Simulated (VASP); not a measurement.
Here is a VASP 6.6.1 calculation.

INCAR

```
SYSTEM = Be
PREC     = Accurate       ! precision mode
ENCUT    = 600            ! plane-wave cutoff, eV
EDIFF    = 1E-6           ! SCF threshold, eV
ISMEAR   = -1             ! smearing method
SIGMA    = 0.1            ! smearing width, eV
LREAL    = .False.        ! projectors in reciprocal space
LASPH    = .True.         ! aspherical terms in the spheres
NELM     = 120            ! most SCF steps
ALGO     = Normal         ! electronic algorithm
ISIF     = 2              ! what is computed and relaxed
LWAVE    = .False.        ! write WAVECAR
LCHARG   = .False.        ! write CHGCAR
GGA      = PE             ! functional
NBANDS   = 12             ! bands
GGA_COMPAT= .False.
```

KPOINTS

```
regular mesh
0
Gamma
  10 6 7
  0 0 0
```

The input POSCAR:

```
Be
1.0
    2.2243367114      0.0000000000      0.0000000000
    0.0000000000      3.8525758079      0.0000000000
    0.0000000000      0.0000000000      3.5047667003
Be
4
Direct
    0.6700000000      0.8200000000      0.7000000000
    0.3300000000      0.1800000000      0.7000000000
    0.1700000000      0.6800000000      0.3000000000
    0.8300000000      0.3200000000      0.3000000000
```

Potentials or basis: VASP PAW PBE potentials, release 64 (Be).

Run with:

```console
$ cat potpaw_PBE.64/Be/POTCAR > POTCAR
$ mpirun -np 1 vasp_std > vasp.out
```

Task: Predict the band gap on the k mesh.

Result: Zero (bands 4 and 5 overlap by 1.12 eV).

Task: What does it give for the pressure?

Result: 45.4 GPa.

Task: What does it give for the largest force?

Result: 6.772 eV/Å.

Stress tensor (GPa, compression positive):
```
44.57  0.00  0.00
 0.00 70.22  0.00
 0.00  0.00 21.34
```

Caveat: the stress differs along the axes, from 21 to 70 GPa; forces of over 1 eV/Å act on the atoms, so gaps and moduli don't describe the material at rest.
